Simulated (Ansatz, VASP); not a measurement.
**One calculation of CdSe4, two programs**

```
Cd Se
1.0
     3.88946    0.00000    0.00000
    -1.94473    3.36837    0.00000
     0.00000    0.00000    8.96320
Cd Se
1 4
Cartesian
  0.0000 0.0000 0.0000
  0.0000 2.2456 7.2968
  0.0000 2.2456 3.6603
  1.9447 1.1228 1.6664
  1.9447 1.1228 5.3029
```

Change from the starting cell: species swapped into the Co4H type (P-3m1, No. 164).

Alike in both runs: functional PBE; k mesh 12 × 12 × 4; occupations gaussian, width 0.1 eV; no spin polarisation.

Ansatz relaxed the structure, and its values are those at the end. VASP's run is a single point on that final structure, the one shown.

|  | VASP | Ansatz |
| --- | --- | --- |
| version | VASP 6.6.1 | Ansatz 0.2.0 |
| potentials or method | VASP PAW PBE potentials, release 64 (Cd, Se), cutoff 520 eV | scalar-relativistic, plane waves, PAW |
| valence electrons in the cell | 36 | 84 |

|  | VASP | Ansatz | Ansatz less VASP |
| --- | --- | --- | --- |
| gap on the k mesh at the Fermi level (eV) | none | none | - |
| pressure (GPa) | 0.2 | 0.0 | -0.16 |
| rms of the force components (eV/Å) | 0.015 | 0.002 | -0.0132 |

A gap of «none» marks a metal or a gap that the smearing closes. The functional is the same, so the differences come from potentials, cutoffs and numerics. VASP's potentials hold 36 valence electrons a cell and Ansatz's 84, so a difference there can come from the potentials and not from the codes.
